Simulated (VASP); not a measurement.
Write the native input for VASP 6.6.1 that does the following.

* Task: single point
* Functional: PBE
* Dispersion: D3(BJ)
* Potentials or basis: VASP PAW PBE potentials, release 64 (Pb_d, Se)
* Cutoff: 520 eV
* k mesh: 10 × 10 × 10
* Occupations: gaussian, width 0.01 eV
* Spin: no spin polarisation
* Dipole correction: no
* Further INCAR settings: ALGO = Normal; EDIFF = 1e-06; NBANDS = 17

The structure of PbSe lies in POSCAR:

```
PbSe
1.0
    0.0000000000      3.0670873338      3.0670873338
    3.0670873338      0.0000000000      3.0670873338
    3.0670873338      3.0670873338      0.0000000000
Pb Se
1 1
Direct
    0.0000000000      0.0000000000      0.0000000000
    0.5000000000      0.5000000000      0.5000000000
```

One way to write it, as run:

INCAR

```
SYSTEM = PbSe
PREC = Accurate ; ENCUT = 520
EDIFF = 1E-6 ; ISMEAR = 0
SIGMA = 0.01 ; LREAL = .False.
LASPH = .True. ; NELM = 100
ALGO = Normal ; ISIF = 2
LWAVE = .False. ; LCHARG = .True.
GGA = PE ; IVDW = 12
LELF = .True. ; LVHAR = .True.
NBANDS = 17
```

KPOINTS

```
regular mesh
0
Gamma
  10 10 10
  0 0 0
```

Potentials or basis: VASP PAW PBE potentials, release 64 (Pb_d, Se).

The run is started by

```sh
$ cat potpaw_PBE.64/Pb_d/POTCAR potpaw_PBE.64/Se/POTCAR > POTCAR
$ mpirun -np 1 vasp_std > vasp.out
```

It gave:

```yaml
Pressure: 0.0 GPa
Band_gap_on_the_k_mesh: 0.31 eV, direct
Dispersion_energy_per_atom: -0.366 eV
```

Caveat: spin-orbit coupling is left out, which moves the levels of the heavy elements.

Run time: 13 s on 1 thread of Intel(R) Xeon(R) 6975P-C (Granite Rapids), with other jobs on the host, peak memory 0.21 GiB.
